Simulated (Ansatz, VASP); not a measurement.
C: VASP beside Ansatz

File INCAR:

```
ALGO     = Normal         # electronic algorithm
EDIFF    = 1E-6           # SCF threshold, eV
ENCUT    = 520            # plane-wave cutoff, eV
GGA      = PE             # functional
ISIF     = 2              # what is computed and relaxed
ISMEAR   = 0              # smearing method
LASPH    = T              # aspherical terms in the spheres
LCHARG   = F              # write CHGCAR
LREAL    = F              # projectors in reciprocal space
LWAVE    = F              # write WAVECAR
NBANDS   = 16             # bands
NELM     = 100            # most SCF steps
PREC     = Accurate       # precision mode
SIGMA    = 0.15           # smearing width, eV
```

The input KPOINTS:

```
k-points
0
Gamma
  18 18 6
```

POSCAR

```
C
1.0
    1.2332770792     -2.1360444277      0.0000000000
    1.2332770792      2.1360444277      0.0000000000
    0.0000000000      0.0000000000      8.7070252276
C
4
Direct
    0.1433034599      0.8566965401      0.7012645208
    0.5233621344      0.4766378656      0.2987351602
    0.8566965401      0.1433034599      0.2987354792
    0.4766378656      0.5233621344      0.7012648398
```

Input for Ansatz:

```yaml
crystal:
  lattice:
    - [1.2332770792, -2.1360444277, 0.0]
    - [1.2332770792, 2.1360444277, 0.0]
    - [0.0, 0.0, 8.7070252276]
  atoms:
    - { symbol: C, position: [0.1433034599, 0.8566965401, 0.7012645208] }
    - { symbol: C, position: [0.5233621344, 0.4766378656, 0.2987351602] }
    - { symbol: C, position: [0.8566965401, 0.1433034599, 0.2987354792] }
    - { symbol: C, position: [0.4766378656, 0.5233621344, 0.7012648398] }
basis:
  ecutwfc: 520.0
kpoints:
  mp_grid: { grid: [18, 18, 6] }
hamiltonian:
  xc: pbe
  pseudopotentials: { kind: paw, azcp: { folder: soft_1 } }
scf:
  occupations: { method: gaussian, width: 0.15 }
output:
  forces: true
  stress: true
  eigenvalues: true
  write_density: true
  write_potential: true
  elf: true
  volumetric_format: npy
```

Change from the starting cell: mode 1 frozen in at -0.256 Å and mode 6 at -0.427 Å (largest displacements).

Alike in both runs: task single point; functional PBE; k mesh 18 × 18 × 6; occupations gaussian, width 0.15 eV; no spin polarisation.

```csv
,VASP,Ansatz
version,VASP 6.6.1,Ansatz 0.2.0
potentials or method,"VASP PAW PBE potentials, release 64 (C), cutoff 520 eV","scalar-relativistic, plane waves, PAW"
valence electrons in the cell,16,16
```

```csv
,VASP,Ansatz,Ansatz less VASP
gap on the k mesh at the Fermi level (eV),0.08,0.08,0.000
least direct gap on the mesh (eV),0.08,0.08,0.000
pressure (GPa),0.5,0.2,-0.34
"traceless stress, the component that is largest in VASP (GPa)",0.18,0.59,+0.413
rms of the force components (eV/Å),0.020,0.020,0.0000
```

Atom by atom the forces differ by 0.000 eV/Å (rms over components). With one functional, cell and mesh, what is left measures potentials, basis and numerics.
